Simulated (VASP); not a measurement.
# Cd27SbTe26 (a cell with a defect) in VASP: notebook

Cd27SbTe26 (a cell with a defect) is run at these levels: PBE; tasks: electric field gradients.

Everything below comes from runs of VASP 6.6.1. Logs are shortened: lines on timing, memory, paths and dates and some standing lists are left out, and cuts for length are marked.

## 1. The cell of the first run

The cell holds a defect, 54 atoms: a = 13.598 Å, b = 13.598 Å, c = 13.598 Å, α = 60.00°, β = 60.00°, γ = 60.00°.

## 2. Electric field gradients, PBE

Contents of INCAR:

```
  PREC = Accurate
  ENCUT = 520
  EDIFF = 1E-8
  ISMEAR = -1
  SIGMA = 0.01
  LREAL = Auto
  LASPH = T
  NELM = 60
  ALGO = Normal
  ISIF = 2
  LWAVE = F
  LCHARG = F
  GGA = PE
  LEFG = T
  NELECT = 486.0
  NBANDS = 276
  LUSENCCL = F
```

Contents of KPOINTS:

```
Automatic mesh
0
Gamma
  2 2 2
```

Contents of POSCAR:

```
Cd27SbTe26
1.0
    0.0000000000      9.6150000000      9.6150000000
    9.6150000000      0.0000000000      9.6150000000
    9.6150000000      9.6150000000      0.0000000000
Cd Sb Te
27 1 26
Direct
    0.0000000000      0.0000000000      0.0000000000
    0.0000000000      0.0000000000      0.3333333333
    0.0000000000      0.0000000000      0.6666666667
    0.0000000000      0.3333333333      0.0000000000
    0.0000000000      0.3333333333      0.3333333333
    0.0000000000      0.3333333333      0.6666666667
    0.0000000000      0.6666666667      0.0000000000
    0.0000000000      0.6666666667      0.3333333333
    0.0000000000      0.6666666667      0.6666666667
    0.3333333333      0.0000000000      0.0000000000
    0.3333333333      0.0000000000      0.3333333333
    0.3333333333      0.0000000000      0.6666666667
    0.3333333333      0.3333333333      0.0000000000
    0.3333333333      0.3333333333      0.3333333333
    0.3333333333      0.3333333333      0.6666666667
    0.3333333333      0.6666666667      0.0000000000
    0.3333333333      0.6666666667      0.3333333333
    0.3333333333      0.6666666667      0.6666666667
    0.6666666667      0.0000000000      0.0000000000
    0.6666666667      0.0000000000      0.3333333333
    0.6666666667      0.0000000000      0.6666666667
    0.6666666667      0.3333333333      0.0000000000
    0.6666666667      0.3333333333      0.3333333333
    0.6666666667      0.3333333333      0.6666666667
    0.6666666667      0.6666666667      0.0000000000
    0.6666666667      0.6666666667      0.3333333333
    0.6666666667      0.6666666667      0.6666666667
    0.0833333333      0.0833333333      0.0833333333
    0.0833333333      0.0833333333      0.4166666667
    0.0833333333      0.0833333333      0.7500000000
    0.0833333333      0.4166666667      0.0833333333
    0.0833333333      0.4166666667      0.4166666667
    0.0833333333      0.4166666667      0.7500000000
    0.0833333333      0.7500000000      0.0833333333
    0.0833333333      0.7500000000      0.4166666667
    0.0833333333      0.7500000000      0.7500000000
    0.4166666667      0.0833333333      0.0833333333
    0.4166666667      0.0833333333      0.4166666667
    0.4166666667      0.0833333333      0.7500000000
    0.4166666667      0.4166666667      0.0833333333
    0.4166666667      0.4166666667      0.4166666667
    0.4166666667      0.4166666667      0.7500000000
    0.4166666667      0.7500000000      0.0833333333
    0.4166666667      0.7500000000      0.4166666667
    0.4166666667      0.7500000000      0.7500000000
    0.7500000000      0.0833333333      0.0833333333
    0.7500000000      0.0833333333      0.4166666667
    0.7500000000      0.0833333333      0.7500000000
    0.7500000000      0.4166666667      0.0833333333
    0.7500000000      0.4166666667      0.4166666667
    0.7500000000      0.4166666667      0.7500000000
    0.7500000000      0.7500000000      0.0833333333
    0.7500000000      0.7500000000      0.4166666667
    0.7500000000      0.7500000000      0.7500000000
```

Potentials or basis: VASP PAW PBE potentials, release 64 (Cd, Sb, Te).

Run with:

```bash
cat potpaw_PBE.64/Cd/POTCAR potpaw_PBE.64/Sb/POTCAR potpaw_PBE.64/Te/POTCAR > POTCAR
mpirun -np 1 vasp_std > vasp.out
```

OUTCAR:

```text
PREC = Accurate
   ENCUT = 520
   EDIFF = 1E-8
   ISMEAR = -1
   LREAL = Auto
   LASPH = T
   NELM = 60
   ISIF = 2
   GGA = PE
   NELECT = 486.0

 ion  position               nearest neighbor table
   1  0.000  0.000  0.000-  28 2.78  30 2.78  34 2.78  46 2.78
   2  0.000  0.000  0.333-  28 2.78  29 2.78  35 2.78  47 2.78
   3  0.000  0.000  0.667-  30 2.78  29 2.78  36 2.78  48 2.78
   4  0.000  0.333  0.000-  28 2.78  31 2.78  33 2.78  49 2.78
   5  0.000  0.333  0.333-  29 2.78  31 2.78  50 2.78  32 2.78
   6  0.000  0.333  0.667-  30 2.78  32 2.78  33 2.78  51 2.78
[... 46 lines left out ...]
  53  0.750  0.750  0.417-   8 2.78  20 2.78  26 2.78  27 2.78
  54  0.750  0.750  0.750-  27 2.78  21 2.78  25 2.78   9 2.78

  LATTYP: Found a face centered cubic cell.
 ALAT       =    19.2300000000

  Lattice vectors:

 A1 = (   0.0000000000,   9.6150000000,   9.6150000000)
 A2 = (   9.6150000000,   0.0000000000,   9.6150000000)
 A3 = (   9.6150000000,   9.6150000000,   0.0000000000)

Analysis of symmetry for initial positions (statically):
=====================================================================
 Subroutine PRICEL returns:
 Original cell was already a primitive cell.

 Routine SETGRP: Setting up the symmetry group for a
 face centered cubic supercell.

 Subroutine GETGRP returns: Found 24 space group operations
 (whereof  6 operations were pure point group operations)
 out of a pool of 48 trial point group operations.

The static configuration has the point symmetry C_3v.
 The point group associated with its full space group is T_d .

Analysis of symmetry for dynamics (positions and initial velocities):
=====================================================================
 Subroutine PRICEL returns:
 Original cell was already a primitive cell.

 Routine SETGRP: Setting up the symmetry group for a
 face centered cubic supercell.

 Subroutine GETGRP returns: Found 24 space group operations
 (whereof  6 operations were pure point group operations)
 out of a pool of 48 trial point group operations.

The dynamic configuration has the point symmetry C_3v.
 The point group associated with its full space group is T_d .

 Subroutine INISYM returns: Found 24 space group operations
 (whereof  6 operations are pure point group operations),
 and found     1 'primitive' translations

----------------------------------------------------------------------------------------

                                     Primitive cell

  volume of cell :    1777.7794

  direct lattice vectors                    reciprocal lattice vectors
     0.000000000  9.615000000  9.615000000    -0.052002080  0.052002080  0.052002080
     9.615000000  0.000000000  9.615000000     0.052002080 -0.052002080  0.052002080
     9.615000000  9.615000000  0.000000000     0.052002080  0.052002080 -0.052002080

  length of vectors
    13.597663402 13.597663402 13.597663402     0.090070245  0.090070245  0.090070245

  position of ions in fractional coordinates (direct lattice)
     0.000000000  0.000000000  0.000000000
     0.000000000  0.000000000  0.333333333
     0.000000000  0.000000000  0.666666667
     0.000000000  0.333333333  0.000000000
     0.000000000  0.333333333  0.333333333
     0.000000000  0.333333333  0.666666667
[... 46 lines left out ...]
     0.750000000  0.750000000  0.416666667
     0.750000000  0.750000000  0.750000000

  ion indices of the primitive-cell ions
   primitive index   ion index
                 1           1
                 2           2
                 3           3
                 4           4
                 5           5
                 6           6
[... 46 lines left out ...]
                53          53
                54          54

----------------------------------------------------------------------------------------

 KPOINTS: Automatic mesh

Automatic generation of k-mesh.
[... 53 lines left out ...]
   TEBEG  =    0.0;   TEEND  =   0.0 temperature during run
   PSTRESS=    0.0 pullay stress
   NELECT =     486.0000    total number of electrons
   NUPDOWN=      -1.0000    fix difference up-down
   EMIN   =  10.00;   EMAX   =-10.00  energy-range for DOS
   EFERMI =   0.00;   METHOD = LEGACY
   ISMEAR =    -1;   SIGMA  =   0.01  broadening in eV -4-tet -1-fermi 0-gaus
   EFERMI_NEDOS =   21; number of points for ismear=-14 and -15
   IALGO  =     38    algorithm
   IMIX   =      4    mixing-type and parameters
     AMIX     =   0.40;   BMIX     =  1.00
     AMIX_MAG =   1.60;   BMIX_MAG =  1.00
  volume/ion in A,a.u.               =      32.92       222.17
  Fermi-wavevector in a.u.,A,eV,Ry     =   1.062497  2.007828 15.359610  1.128899
  Thomas-Fermi vector in A             =   2.197950
   LORBIT       =      0    0 simple, 1 ext, 2 COOP (PROOUT), +10 PAW based schemes
   GGA     = PE    functional components
   LHFCALC =     F    Hartree Fock is set to
   AEXX    =    0.0000 exact exchange contribution
   IVDW    =     0    specifies the selected vdW correction
   LEPSILON=     F    determine dielectric tensor
   LRPA    =     F    only Hartree local field effects (RPA)
 non-spin polarized calculation
  energy-cutoff  :      520.00
  volume of cell :     1777.78
 maximum number of plane-waves:     47960
 NGX is ok and might be reduce to   108
   NGX = 51   NGY = 51   NGZ = 51

 number of electron     485.9999876 magnetization

 Free energy of the ion-electron system (eV)
  ---------------------------------------------------
  ext. energy  EPLUGINS =         0.00000000
  ---------------------------------------------------
  free energy    TOTEN  =      -124.00144977 eV

  energy without entropy =     -124.00144977  energy(sigma->0) =     -124.00144977

 E-fermi :   3.2953     XC(G=0):  -8.7477

 val. band max:        3.0367261515   @ k =   0.0000   0.0000   0.0000
 cond. band min:       3.5282247648   @ k =   0.0000   0.0000   0.0000
 fundamental gap:      0.4914986133
 Fermi energy:         3.2953470979

 k-point     1 :       0.0000    0.0000    0.0000
  band No.  band energies     occupation
      1      -8.7584      2.00000
      2      -8.4799      2.00000
      3      -8.4749      2.00000
      4      -8.4749      2.00000
      5      -8.4749      2.00000
      6      -8.4308      2.00000
[... 763 lines left out ...]
    254       5.4567      0.00000
    255       5.4567      0.00000
 [bands above 255 left out]

------------------------ aborting loop because EDIFF is reached ----------------------------------------

  FORCE on cell =-STRESS in cart. coord.  units (eV):
  Direction    XX          YY          ZZ          XY          YZ          ZX
  --------------------------------------------------------------------------------------
  -------------------------------------------------------------------------------------
  Total       57.7848828     57.7848828     57.7848828     -0.0000000     -0.0000000      0.0000000
  in kB       52.0771199     52.0771199     52.0771199     -0.0000000     -0.0000000      0.0000000
  external PRESSURE =      52.0771199 kB  Pullay stress =       0.0000000 kB

 VOLUME and BASIS-vectors are now :
 -----------------------------------------------------------------------------
  energy-cutoff  :      520.00
  volume of cell :     1777.78
      direct lattice vectors                 reciprocal lattice vectors
     0.000000000  9.615000000  9.615000000    -0.052002080  0.052002080  0.052002080
     9.615000000  0.000000000  9.615000000     0.052002080 -0.052002080  0.052002080
     9.615000000  9.615000000  0.000000000     0.052002080  0.052002080 -0.052002080

 POSITION                                       TOTAL-FORCE (eV/Angst)
 -----------------------------------------------------------------------------------
      0.00000      0.00000      0.00000         0.417567      0.417567      0.417567
      3.20500      3.20500      0.00000        -0.417567     -0.417567      0.417567
      6.41000      6.41000      0.00000        -0.000000     -0.000000      0.141390
      3.20500      0.00000      3.20500        -0.417567      0.417567     -0.417567
      6.41000      3.20500      3.20500        -0.082810      0.016730      0.016730
      9.61500      6.41000      3.20500        -0.016730      0.082810      0.016730
[... 46 lines left out ...]
     11.21750     11.21750     14.42250        -0.000000      0.000000     -0.022555
     14.42250     14.42250     14.42250         0.004990      0.004990      0.004990
 -----------------------------------------------------------------------------------
    total drift:                               -0.000019     -0.000019     -0.000019

  FREE ENERGIE OF THE ION-ELECTRON SYSTEM (eV)
  ---------------------------------------------------
  free  energy   TOTEN  =      -124.0014497732 eV

  energy  without entropy=     -124.0014497732  energy(sigma->0) =     -124.00144977

 Electric field gradients (V/A^2)
---------------------------------------------------------------------
 ion       V_xx      V_yy      V_zz      V_xy      V_xz      V_yz
---------------------------------------------------------------------
   1      -0.000    -0.000    -0.000   -26.526   -26.526   -26.526
   2       0.000     0.000    -0.000   -26.526    26.528    26.528
   3       1.308     1.308    -2.616    -6.159     0.001     0.001
   4       0.000    -0.000     0.000    26.528   -26.526    26.528
   5       0.577    -0.288    -0.288    -0.866    -0.866     4.102
   6      -0.288     0.577    -0.288    -0.866    -4.100     0.867
[... 46 lines left out ...]
  53       0.799     0.799    -1.599     4.849    -0.000    -0.000
  54      -0.000    -0.000     0.000     6.639     6.639     6.639
---------------------------------------------------------------------

 Electric field gradients after diagonalization (V/A^2)
 (convention: |V_zz| > |V_xx| > |V_yy|)
----------------------------------------------------------------------
 ion       V_xx      V_yy      V_zz     asymmetry (V_yy - V_xx)/ V_zz
----------------------------------------------------------------------
   1      26.526    26.526   -53.053       0.000
   2      26.528    26.526   -53.055       0.000
   3      -4.851    -2.616     7.467       0.299
   4      26.528    26.526   -53.055       0.000
   5       4.224     0.166    -4.390       0.925
   6       4.224     0.165    -4.389       0.925
[... 46 lines left out ...]
  53      -4.049    -1.599     5.648       0.434
  54      -6.639    -6.639    13.278       0.000
----------------------------------------------------------------------

           NMR quadrupolar parameters

 Cq : quadrupolar parameter    Cq=e*Q*V_zz/h
 eta: asymmetry parameters     (V_yy - V_xx)/ V_zz
 Q  : nuclear electric quadrupole moment in mb (millibarn)
----------------------------------------------------------------------
 ion       Cq(MHz)       eta       Q (mb)
----------------------------------------------------------------------
   1      -0.128       0.000       1.000
   2      -0.128       0.000       1.000
   3       0.018       0.299       1.000
   4      -0.128       0.000       1.000
   5      -0.011       0.925       1.000
   6      -0.011       0.925       1.000
[... 46 lines left out ...]
  53       0.014       0.434       1.000
  54       0.032       0.000       1.000
----------------------------------------------------------------------
```

It took 3.4 min on 1 × NVIDIA H100 80GB with 1 thread of AMD EPYC 7R13 (Zen 3), shared host; peak memory 2.9 GiB.

Results:

```yaml
Free_energy: -124.0014 eV
Largest_force: 0.723 eV/Å
Largest_electric_field_gradient_by_atom: Cd -53.1, +7.5, -4.4, -0.0, -0.7 (each value once); Sb +0.0; Te -50.1, +11.0, +13.3, +5.6 (each value once) V/Å²
```

Forces on the atoms (eV/Å):
```
Cd   0.418  0.418  0.418
Cd  -0.418 -0.418  0.418
Cd   0.000  0.000  0.141
Cd  -0.418  0.418 -0.418
Cd  -0.083  0.017  0.017
Cd  -0.017  0.083  0.017
Cd   0.000  0.141  0.000
Cd  -0.017  0.017  0.083
Cd  -0.141  0.000  0.000
Cd   0.418 -0.418 -0.418
Cd   0.017 -0.083  0.017
Cd   0.083 -0.017  0.017
Cd   0.017  0.017 -0.083
Cd   0.000  0.000  0.000
Cd  -0.017 -0.017 -0.083
Cd   0.083  0.017 -0.017
Cd  -0.017 -0.083 -0.017
Cd   0.007 -0.007 -0.007
Cd   0.141  0.000  0.000
Cd   0.017 -0.017  0.083
Cd   0.000 -0.141  0.000
Cd   0.017  0.083 -0.017
Cd  -0.083 -0.017 -0.017
Cd  -0.007  0.007 -0.007
Cd   0.000  0.000 -0.141
Cd  -0.007 -0.007  0.007
Cd   0.007  0.007  0.007
Sb   0.000  0.000  0.000
Te   0.105  0.105 -0.028
Te  -0.105 -0.105 -0.028
Te   0.105 -0.028  0.105
Te   0.008 -0.008 -0.008
Te   0.028 -0.105  0.105
Te  -0.105 -0.028 -0.105
Te   0.028  0.105 -0.105
Te   0.005 -0.005 -0.005
Te  -0.028  0.105  0.105
Te  -0.008  0.008 -0.008
Te  -0.105  0.028  0.105
Te  -0.008 -0.008  0.008
Te   0.008  0.008  0.008
Te   0.000  0.000  0.023
Te  -0.105  0.105  0.028
Te   0.000  0.023  0.000
Te  -0.023  0.000  0.000
Te  -0.028 -0.105 -0.105
Te   0.105  0.028 -0.105
Te  -0.005  0.005 -0.005
Te   0.105 -0.105  0.028
Te   0.023  0.000  0.000
Te   0.000 -0.023  0.000
Te  -0.005 -0.005  0.005
Te   0.000  0.000 -0.023
Te   0.005  0.005  0.005
```

Electric field gradients, principal values (V/Å²):
| atom | least | middle | greatest (by size) |
| --- | --- | --- | --- |
| 1 Cd | 26.526 | 26.526 | -53.053 |
| 2 Cd | 26.526 | 26.528 | -53.055 |
| 3 Cd | -2.616 | -4.851 | 7.467 |
| 4 Cd | 26.526 | 26.528 | -53.055 |
| 5 Cd | 0.166 | 4.224 | -4.390 |
| 6 Cd | 0.165 | 4.224 | -4.389 |
| 7 Cd | -2.616 | -4.851 | 7.467 |
| 8 Cd | 0.165 | 4.224 | -4.389 |
| 9 Cd | -2.616 | -4.853 | 7.469 |
| 10 Cd | 26.526 | 26.528 | -53.055 |
| 11 Cd | 0.166 | 4.224 | -4.390 |
| 12 Cd | 0.165 | 4.224 | -4.389 |
| 13 Cd | 0.166 | 4.224 | -4.390 |
| 14 Cd | -0.001 | -0.001 | 0.001 |
| 15 Cd | 0.164 | 4.226 | -4.390 |
| 16 Cd | 0.165 | 4.224 | -4.389 |
| 17 Cd | 0.164 | 4.226 | -4.390 |
| 18 Cd | 0.341 | 0.343 | -0.684 |
| 19 Cd | -2.616 | -4.851 | 7.467 |
| 20 Cd | 0.165 | 4.224 | -4.389 |
| 21 Cd | -2.616 | -4.853 | 7.469 |
| 22 Cd | 0.165 | 4.224 | -4.389 |
| 23 Cd | 0.164 | 4.226 | -4.390 |
| 24 Cd | 0.341 | 0.343 | -0.684 |
| 25 Cd | -2.616 | -4.853 | 7.469 |
| 26 Cd | 0.341 | 0.343 | -0.684 |
| 27 Cd | 0.341 | 0.341 | -0.682 |
| 28 Sb | 0.000 | 0.000 | 0.000 |
| 29 Te | 20.910 | 29.189 | -50.100 |
| 30 Te | 20.910 | 29.189 | -50.099 |
| 31 Te | 20.910 | 29.189 | -50.100 |
| 32 Te | -5.515 | -5.516 | 11.031 |
| 33 Te | 20.910 | 29.189 | -50.099 |
| 34 Te | 20.910 | 29.189 | -50.099 |
| 35 Te | 20.910 | 29.189 | -50.099 |
| 36 Te | -6.639 | -6.639 | 13.278 |
| 37 Te | 20.910 | 29.189 | -50.100 |
| 38 Te | -5.515 | -5.516 | 11.031 |
| 39 Te | 20.910 | 29.189 | -50.099 |
| 40 Te | -5.515 | -5.516 | 11.031 |
| 41 Te | -5.515 | -5.515 | 11.031 |
| 42 Te | -1.599 | -4.049 | 5.648 |
| 43 Te | 20.910 | 29.189 | -50.099 |
| 44 Te | -1.599 | -4.049 | 5.648 |
| 45 Te | -1.599 | -4.049 | 5.648 |
| 46 Te | 20.910 | 29.189 | -50.099 |
| 47 Te | 20.910 | 29.189 | -50.099 |
| 48 Te | -6.639 | -6.639 | 13.278 |
| 49 Te | 20.910 | 29.189 | -50.099 |
| 50 Te | -1.599 | -4.049 | 5.648 |
| 51 Te | -1.599 | -4.049 | 5.648 |
| 52 Te | -6.639 | -6.639 | 13.278 |
| 53 Te | -1.599 | -4.049 | 5.648 |
| 54 Te | -6.639 | -6.639 | 13.278 |

Caveat: the cell carries a net charge on a neutralising background, which shifts energy and pressure; the cell is charged against a uniform background, so pressure and absolute levels hang on convention; without QUAD_EFG the Cq values of the log hold for a quadrupole moment of 1 mb, not for the nuclei; spin-orbit coupling is left out, which moves the levels of the heavy elements.

[end of part 1 of 2]
